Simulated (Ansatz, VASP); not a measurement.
KBr in VASP and in Ansatz

Contents of INCAR:

```
SYSTEM = KBr
PREC     = Accurate       ! precision mode
ENCUT    = 600            ! plane-wave cutoff, eV
EDIFF    = 1E-6           ! SCF threshold, eV
ISMEAR   = 0              ! smearing method
SIGMA    = 0.02           ! smearing width, eV
LREAL    = .FALSE.        ! projectors in reciprocal space
LASPH    = .TRUE.         ! aspherical terms in the spheres
NELM     = 100            ! most SCF steps
ALGO     = Normal         ! electronic algorithm
ISIF     = 3              ! what is computed and relaxed
LWAVE    = .FALSE.        ! write WAVECAR
LCHARG   = .FALSE.        ! write CHGCAR
GGA      = PE             ! functional
IVDW     = 12             ! dispersion correction
IBRION   = 2              ! ionic algorithm
NSW      = 100            ! ionic steps
EDIFFG   = -0.01          ! ionic threshold
```

Contents of KPOINTS:

```
regular mesh
0
G
  6 6 6
  0 0 0
```

POSCAR

```
KBr
1.0
    0.0000000000      3.2945408800      3.2945408800
    3.2945408800      0.0000000000      3.2945408800
    3.2945408800      3.2945408800      0.0000000000
K Br
1 1
Direct
    0.0000000000      0.0000000000      0.0000000000
    0.5000000000      0.5000000000      0.5000000000
```

Input for Ansatz:

```yaml
crystal:
  lattice:
    - [0.0, 3.29454088, 3.29454088]
    - [3.29454088, 0.0, 3.29454088]
    - [3.29454088, 3.29454088, 0.0]
  atoms:
    - { symbol: K, position: [0.0, 0.0, 0.0] }
    - { symbol: Br, position: [0.5, 0.5, 0.5] }
basis:
  ecutwfc: 420
kpoints:
  mp_grid: { grid: [6, 6, 6] }
hamiltonian:
  xc: pbe
  dispersion: d3bj
scf:
  occupations: { method: gaussian, width: 0.02 }
output:
  forces: true
  stress: true
  eigenvalues: true
relax:
  adjacent_minimum: "off"
  f_tol: 0.01
  max_steps: 80
  cell: { stress_tol: 0.05 }
```

Alike in both runs: task relaxation of cell and atoms; functional PBE; dispersion D3(BJ); k mesh 6 × 6 × 6; occupations gaussian, width 0.02 eV; no spin polarisation.

|  | VASP | Ansatz |
| --- | --- | --- |
| version | VASP 6.6.1 | Ansatz 0.2.0 |
| potentials or method | VASP PAW PBE potentials, release 64 (K_sv, Br), cutoff 600 eV | scalar-relativistic, plane waves, PAW |
| valence electrons in the cell | 16 | 16 |

|  | VASP | Ansatz | Ansatz less VASP |
| --- | --- | --- | --- |
| gap on the k mesh at the Fermi level, each at its own relaxed structure (eV) | 4.46 | 4.48 | +0.015 |
| relaxed volume (Å³/atom) | 35.55 | 35.37 | -0.179 |
| relaxed cell length with the largest relative difference (Å) | 4.650 | 4.642 | -0.0078 |
